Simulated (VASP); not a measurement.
Write the native input for VASP 6.6.1 that does the following.

```yaml
Task: single point
Functional: PBE
Potentials_or_basis: VASP PAW PBE potentials, release 64 (Si, C)
Cutoff: 520 eV
k_mesh: 12 × 12 × 12
Occupations: gaussian, width 0.1 eV
Spin: no spin polarisation
Dipole_correction: no
Further_INCAR_settings: ALGO = Normal; EDIFF = 1e-06; NBANDS = 18
```

The structure of SiC4 lies in POSCAR:

```
SiC4
1.0
   -2.0674045426      2.0674045426      3.7697219586
    2.0674045426     -2.0674045426      3.7697219586
    2.0674045426      2.0674045426     -3.7697219586
Si C
1 4
Direct
    0.5000000000      0.5000000000      0.0000000000
    0.8232279179      0.8232279179      0.6464558358
    0.1767720821      0.1767720821      0.3535441642
    0.8232279179      0.1767720821      0.0000000000
    0.1767720821      0.8232279179      0.0000000000
```

The cell was built from a structure type or drawn by symmetry, and may not be a known phase.

The input as run:

INCAR

```
PREC = Accurate
ENCUT = 520
EDIFF = 1E-6
ISMEAR = 0
SIGMA = 0.1
LREAL = F
LASPH = T
NELM = 60
ALGO = Normal
ISIF = 2
LWAVE = F
LCHARG = F
GGA = PE
NBANDS = 18
```

KPOINTS

```
Automatic mesh
0
Gamma
  12 12 12
```

Potentials or basis: VASP PAW PBE potentials, release 64 (Si, C).

Command:

```sh
$ cat potpaw_PBE.64/Si/POTCAR potpaw_PBE.64/C/POTCAR > POTCAR
$ mpirun -np 1 vasp_std > vasp.out
```

It gave:

- Pressure: 0.2 GPa
- Largest force: 0.098 eV/Å
- Band gap on the k mesh: zero (bands 10 and 11 overlap by 1.79 eV)

It took 2.4 min on 1 thread of Intel(R) Xeon(R) Platinum 8488C (Sapphire Rapids) (shared host), peak memory 0.3 GiB.
